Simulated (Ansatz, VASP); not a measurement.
Mg3S2: VASP beside Ansatz

INCAR

```
PREC     = Accurate       # precision mode
ENCUT    = 600            # plane-wave cutoff, eV
EDIFF    = 1E-7           # SCF threshold, eV
ISMEAR   = 0              # smearing method
SIGMA    = 0.2            # smearing width, eV
LREAL    = F              # projectors in reciprocal space
LASPH    = T              # aspherical terms in the spheres
NELM     = 80             # most SCF steps
ALGO     = Normal         # electronic algorithm
ISIF     = 3              # what is computed and relaxed
LWAVE    = F              # write WAVECAR
LCHARG   = F              # write CHGCAR
GGA      = PE             # functional
IBRION   = 2              # ionic algorithm
NSW      = 36             # ionic steps
EDIFFG   = -0.08          # ionic threshold
```

KPOINTS

```
regular mesh
0
Gamma
  5 5 1
```

POSCAR

```
Mg3S2
1.0
    3.4591781600      0.0000000000      0.0000000000
   -1.7295890800      2.9957361600      0.0000000000
    0.0000000000      0.0000000000     17.0523811200
Mg S
6 4
Direct
    0.3333333300      0.6666666700      0.8438777300
    0.6666666700      0.3333333300      0.3438777300
    0.6666666700      0.3333333300      0.1561222700
    0.3333333300      0.6666666700      0.6561222700
    0.0000000000      0.0000000000      0.0000000000
    0.0000000000      0.0000000000      0.5000000000
    0.6666666700      0.3333333300      0.9141037500
    0.3333333300      0.6666666700      0.4141037500
    0.6666666700      0.3333333300      0.5858962500
    0.3333333300      0.6666666700      0.0858962500
```

Input for Ansatz:

```yaml
crystal:
  lattice:
    - [3.45917816, 0.0, 0.0]
    - [-1.72958908, 2.99573616, 0.0]
    - [0.0, 0.0, 17.05238112]
  atoms:
    - { symbol: Mg, position: [0.33333333, 0.66666667, 0.84387773] }
    - { symbol: Mg, position: [0.66666667, 0.33333333, 0.34387773] }
    - { symbol: Mg, position: [0.66666667, 0.33333333, 0.15612227] }
    - { symbol: Mg, position: [0.33333333, 0.66666667, 0.65612227] }
    - { symbol: Mg, position: [0.0, 0.0, 0.0] }
    - { symbol: Mg, position: [0.0, 0.0, 0.5] }
    - { symbol: S, position: [0.66666667, 0.33333333, 0.91410375] }
    - { symbol: S, position: [0.33333333, 0.66666667, 0.41410375] }
    - { symbol: S, position: [0.66666667, 0.33333333, 0.58589625] }
    - { symbol: S, position: [0.33333333, 0.66666667, 0.08589625] }
basis:
  ecutwfc: 420
kpoints:
  mp_grid: { grid: [5, 5, 1] }
hamiltonian:
  xc: pbe
scf:
  occupations: { method: gaussian, width: 0.2 }
  lower_state_search: "off"
output:
  forces: true
  stress: true
  eigenvalues: true
relax:
  adjacent_minimum: "off"
  f_tol: 0.08
  max_steps: 16
  cell: { stress_tol: 0.8 }
```

Change from the starting cell: species swapped into the Ti3C2 type (P6_3/mmc, No. 194).

Alike in both runs: task relaxation of cell and atoms; functional PBE; k mesh 5 × 5 × 1; occupations gaussian, width 0.2 eV; no spin polarisation.

```csv
,VASP,Ansatz
version,VASP 6.6.1,Ansatz 0.2.0
potentials or method,"VASP PAW PBE potentials, release 64 (Mg, S), cutoff 600 eV","scalar-relativistic, plane waves, PAW"
valence electrons in the cell,36,84
```

|  | VASP | Ansatz | Ansatz less VASP |
| --- | --- | --- | --- |
| gap on the k mesh at the Fermi level, each at its own relaxed structure (eV) | 1.02 | 1.03 | +0.010 |
| relaxed volume (Å³/atom) | 20.88 | 20.81 | -0.071 |
| relaxed cell length with the largest relative difference (Å) | 3.690 | 3.679 | -0.0116 |

VASP's potentials hold 36 valence electrons a cell and Ansatz's 84, so a difference there can come from the potentials and not from the codes.

Noted on VASP's run: the volume moved by over 15 % at a fixed basis, so the end points are rough.
